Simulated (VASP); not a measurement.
Crystal: BaErO4.

```
Ba Er O
1.0
     0.00000    3.53955    3.53955
     3.53955    0.00000    3.53955
     3.53955    3.53955    0.00000
Ba Er O
1 1 4
Direct
  0.25000 0.25000 0.25000
  0.00000 0.00000 0.00000
  0.62523 0.62523 0.12432
  0.62523 0.12432 0.62523
  0.62523 0.62523 0.62523
  0.12432 0.62523 0.62523
```

The cell was built from a structure type or drawn by symmetry, and may not be a known phase.

| Quantity | Value |
| --- | --- |
| Program | VASP 6.6.1 |
| Task | relaxation of cell and atoms |
| Functional | PBE |
| Potentials or basis | VASP PAW PBE potentials, release 64 (Ba_sv, Er_3, O), 4f in core |
| Cutoff | 600 eV |
| k mesh | 4 × 4 × 4 |
| Occupations | gaussian, width 0.1 eV |
| Spin | no spin polarisation |

At the start: pressure -11.3 GPa; volume 14.78 Å³/atom.

Task: Where does the relaxation end?

Result: Over 5 steps the energy falls by 79.5 meV/atom and the volume is 12.88 Å³/atom (-12.8 %); space group F-43m (No. 216, to 0.1 Å) before and after.

Step by step:
| step | energy change (eV) | largest force (eV/Å) | pressure (GPa) | volume (Å³) |
| --- | --- | --- | --- | --- |
| 1 | 0.0000 | 0.2374 | -11.29 | 88.69 |
| 2 | -0.4695 | 0.1241 | 1.76 | 75.98 |
| 3 | -0.4751 | 0.1397 | 0.11 | 77.05 |
| 4 | -0.4749 | 0.1427 | -0.21 | 77.27 |
| 5 | -0.4771 | 0.0257 | -0.26 | 77.29 |

Final structure:
```
Ba Er O
1.0
     0.00000    3.38095    3.38095
     3.38095    0.00000    3.38095
     3.38095    3.38095    0.00000
Ba Er O
1 1 4
Direct
  0.25000 0.25000 0.25000
  0.00000 0.00000 0.00000
  0.62661 0.62661 0.12016
  0.62661 0.12016 0.62661
  0.62661 0.62661 0.62661
  0.12016 0.62661 0.62661
```

Caveat: the k points lie up to 0.40 Å⁻¹ apart in the final cell, too coarse for converged energies and pressures of a metal; an odd number of electrons without spin polarisation forces a metal; a magnetic or distorted state may lie lower; the run has no spin polarisation, though such a crystal can be magnetic.
